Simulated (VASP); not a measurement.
# GaAs (I-4m2) in VASP: single point with r2SCAN

Aim: the single point of GaAs with r2SCAN.

Program: VASP 6.6.1. These are calculated values, not measurements. Logs are shortened: lines on timing, memory, paths and dates and some standing lists are left out, and cuts for length are marked.

## 1. The cell of the first run

The structure is tetragonal, space group I-4m2 (No. 119). Conventional cell: a = 3.868 Å, b = 3.868 Å, c = 5.830 Å, α = 90.00°, β = 90.00°, γ = 90.00°. Within 3.2 Å of Ga (site symmetry -4m2) lie 4 As at 2.42 Å. Within 3.2 Å of As (site symmetry -4m2) lie 4 Ga at 2.42 Å.

## 2. Single point, r2SCAN (epitaxial xy strain -3.5%)

The input, POSCAR:

```
GaAs
1.0
    0.0000000000      2.7350603505      2.9151945716
    2.7350603505      0.0000000000      2.9151945716
    2.7350603505      2.7350603505      0.0000000000
Ga As
1 1
Direct
    0.0000000000      0.0000000000      0.0000000000
    0.2500000000      0.2500000000      0.2500000000
```

The input, INCAR.step1:

```
SYSTEM = GaAs
PREC = Accurate ; ENCUT = 520
ISMEAR = 0 ; SIGMA = 0.01
LREAL = .False. ; LASPH = .True.
NELM = 60 ; NBANDS = 16
GGA = PE ; ALGO = Normal
EDIFF = 1E-4 ; LWAVE = .True.
LCHARG = .False.
```

The input, INCAR.step2:

```
SYSTEM = GaAs
PREC = Accurate ; ENCUT = 520
EDIFF = 1E-7 ; ISMEAR = 0
SIGMA = 0.01 ; LREAL = .False.
LASPH = .True. ; NELM = 60
ALGO = Normal ; ISIF = 2
LWAVE = .False. ; LCHARG = .False.
METAGGA = R2SCAN ; LMIXTAU = .True.
NBANDS = 16 ; ISTART = 1
```

The input, KPOINTS:

```
regular mesh
0
Gamma
  8 8 8
  0 0 0
```

Potentials or basis: VASP PAW PBE potentials, release 64 (Ga_d, As).

The run is started by

```
$ cat potpaw_PBE.64/Ga_d/POTCAR potpaw_PBE.64/As/POTCAR > POTCAR
$ cp INCAR.step1 INCAR
$ mpirun -np 1 vasp_std > vasp.out
$ cp INCAR.step2 INCAR
$ mpirun -np 1 vasp_std > vasp.out
```

OUTCAR:

```text
SYSTEM = GaAs
   PREC = Accurate
   ENCUT = 520
   EDIFF = 1E-7
   ISMEAR = 0
   LREAL = .False.
   LASPH = .True.
   NELM = 60
   ISIF = 2
   METAGGA = R2SCAN
   ISTART = 1

 ion  position               nearest neighbor table
   1  0.000  0.000  0.000-   2 2.42   2 2.42   2 2.42   2 2.42
   2  0.250  0.250  0.250-   1 2.42   1 2.42   1 2.42   1 2.42

  LATTYP: Found a body centered tetragonal cell.
 ALAT       =     3.8679594416
 C/A-ratio  =     1.5073552945

  Lattice vectors:

 A1 = (  -2.7350603505,   0.0000000000,   2.9151945716)
 A2 = (   2.7350603505,   0.0000000000,   2.9151945716)
 A3 = (   0.0000000000,   2.7350603505,  -2.9151945716)

Analysis of symmetry for initial positions (statically):
=====================================================================
 Subroutine PRICEL returns:
 Original cell was already a primitive cell.

 Routine SETGRP: Setting up the symmetry group for a
 body centered tetragonal supercell.

 Subroutine GETGRP returns: Found  8 space group operations
 (whereof  8 operations were pure point group operations)
 out of a pool of 16 trial point group operations.

The static configuration has the point symmetry D_2d.

Analysis of symmetry for dynamics (positions and initial velocities):
=====================================================================
 Subroutine PRICEL returns:
 Original cell was already a primitive cell.

 Routine SETGRP: Setting up the symmetry group for a
 body centered tetragonal supercell.

 Subroutine GETGRP returns: Found  8 space group operations
 (whereof  8 operations were pure point group operations)
 out of a pool of 16 trial point group operations.

The dynamic configuration has the point symmetry D_2d.

 Subroutine INISYM returns: Found  8 space group operations
 (whereof  8 operations are pure point group operations),
 and found     1 'primitive' translations

----------------------------------------------------------------------------------------

                                     Primitive cell

  volume of cell :      43.6145

  direct lattice vectors                    reciprocal lattice vectors
     0.000000000  2.735060350  2.915194572    -0.182811323  0.182811323  0.171515138
     2.735060350  0.000000000  2.915194572     0.182811323 -0.182811323  0.171515138
     2.735060350  2.735060350  0.000000000     0.182811323  0.182811323 -0.171515138

[... 76 lines left out ...]
   ICHARG =      0    charge: 1-file 2-atom 10-const
   ISPIN  =      1    spin polarized calculation?
   LNONCOLLINEAR =      F non collinear calculations
   LSORBIT =      F    spin-orbit coupling
   LASPH  =      T    aspherical Exc in radial PAW
   ENCUT  =  520.0 eV  38.22 Ry    6.18 a.u.   7.43  7.43  7.19*2*pi/ulx,y,z
   NELM   =     60;   NELMIN=  2; NELMDL=  0     # of ELM steps
   EDIFF  = 0.1E-06   stopping-criterion for ELM
   LREAL  =      F    real-space projection
   EDIFFG = 0.1E-05   stopping-criterion for IOM
   NSW    =      0    number of steps for IOM
   IBRION =     -1    ionic relax: 0-MD 1-quasi-New 2-CG
   NFREE  =      0    steps in history (QN), initial steepest desc. (CG)
   ISIF   =      2    stress and relaxation
   ISYM   =      2    0-nonsym 1-usesym 2-fastsym
   POTIM  = 0.5000    time-step for ionic-motion
   TEBEG  =    0.0;   TEEND  =   0.0 temperature during run
   PSTRESS=    0.0 pullay stress
   NELECT =      18.0000    total number of electrons
   NUPDOWN=      -1.0000    fix difference up-down
   EMIN   =  10.00;   EMAX   =-10.00  energy-range for DOS
   EFERMI =   0.00;   METHOD = LEGACY
   ISMEAR =     0;   SIGMA  =   0.01  broadening in eV -4-tet -1-fermi 0-gaus
   EFERMI_NEDOS =   21; number of points for ismear=-14 and -15
   IALGO  =     38    algorithm
   IMIX   =      4    mixing-type and parameters
     AMIX     =   0.40;   BMIX     =  1.00
     AMIX_MAG =   1.60;   BMIX_MAG =  1.00
  volume/ion in A,a.u.               =      21.81       147.16
  Fermi-wavevector in a.u.,A,eV,Ry     =   1.218864  2.303319 20.213212  1.485629
  Thomas-Fermi vector in A             =   2.354136
   LORBIT       =      0    0 simple, 1 ext, 2 COOP (PROOUT), +10 PAW based schemes
   METAGGA = R2SCAN    functional components
   LHFCALC =     F    Hartree Fock is set to
   AEXX    =    0.0000 exact exchange contribution
   IVDW    =     0    specifies the selected vdW correction
   LEPSILON=     F    determine dielectric tensor
   LRPA    =     F    only Hartree local field effects (RPA)
 non-spin polarized calculation
 Gauss-broadening in eV      SIGMA  =   0.01
  energy-cutoff  :      520.00
  volume of cell :       43.61
 maximum number of plane-waves:      1196
 NGX is ok and might be reduce to    30
   NGX = 15   NGY = 15   NGZ = 15

 number of electron      18.0000012 magnetization

 Free energy of the ion-electron system (eV)
  ---------------------------------------------------
  ext. energy  EPLUGINS =         0.00000000
  ---------------------------------------------------
  free energy    TOTEN  =       -27.00585196 eV

  energy without entropy =      -27.00585196  energy(sigma->0) =      -27.00585196

 E-fermi :   4.2875     XC(G=0): -10.4290

 val. band max:        4.1639270613   @ k =   0.0000   0.0000   0.0000
 cond. band min:       5.2668235410   @ k =   0.0000   0.0000   0.0000
 fundamental gap:      1.1028964797
 Fermi energy:         4.2874670092

 k-point     1 :       0.0000    0.0000    0.0000
  band No.  band energies     occupation
      1     -11.2953      2.00000
      2     -11.2785      2.00000
      3     -11.2785      2.00000
      4     -11.1902      2.00000
      5     -11.1827      2.00000
      6      -9.4484      2.00000
[... 433 lines left out ...]
      3     -11.2560      2.00000
      4     -11.1972      2.00000
      5     -11.1744      2.00000
      6      -7.9977      2.00000
[... 8 lines left out ...]
     15      15.0076      0.00000
     16      16.0115      0.00000

 [... further k-points ...]
[... 5 lines left out ...]
  --------------------------------------------------------------------------------------
  -------------------------------------------------------------------------------------
  Total        1.3759244      1.3759244      0.0437126      0.0000000      0.0000000      0.0000000
  in kB       50.5444852     50.5444852      1.6057807      0.0000000      0.0000000      0.0000000
  external PRESSURE =      34.2315837 kB  Pullay stress =       0.0000000 kB

 VOLUME and BASIS-vectors are now :
 -----------------------------------------------------------------------------
  energy-cutoff  :      520.00
  volume of cell :       43.61
      direct lattice vectors                 reciprocal lattice vectors
     0.000000000  2.735060350  2.915194572    -0.182811323  0.182811323  0.171515138
     2.735060350  0.000000000  2.915194572     0.182811323 -0.182811323  0.171515138
     2.735060350  2.735060350  0.000000000     0.182811323  0.182811323 -0.171515138

 POSITION                                       TOTAL-FORCE (eV/Angst)
 -----------------------------------------------------------------------------------
      0.00000      0.00000      0.00000         0.000000      0.000000      0.000000
      1.36753      1.36753      1.45760        -0.000000     -0.000000     -0.000000
 -----------------------------------------------------------------------------------
    total drift:                                0.000015      0.000015     -0.000023

  FREE ENERGIE OF THE ION-ELECTRON SYSTEM (eV)
  ---------------------------------------------------
  free  energy   TOTEN  =       -27.0058519552 eV

  energy  without entropy=      -27.0058519552  energy(sigma->0) =      -27.00585196
```

Run time: 6.2 min. Hardware: 1 thread of Intel Xeon Platinum 8259CL at 2.50GHz (Skylake/Cascade Lake), shared host; peak memory 0.19 GiB.

Results:

* Free energy: -27.0059 eV
* Pressure: 3.4 GPa
* Band gap on the k mesh: 1.10 eV, direct

Caveat: the cell differs from its parent crystal (epitaxial xy strain -3.5%); the PAW data sets were made with another functional, which shifts forces and pressure a little.
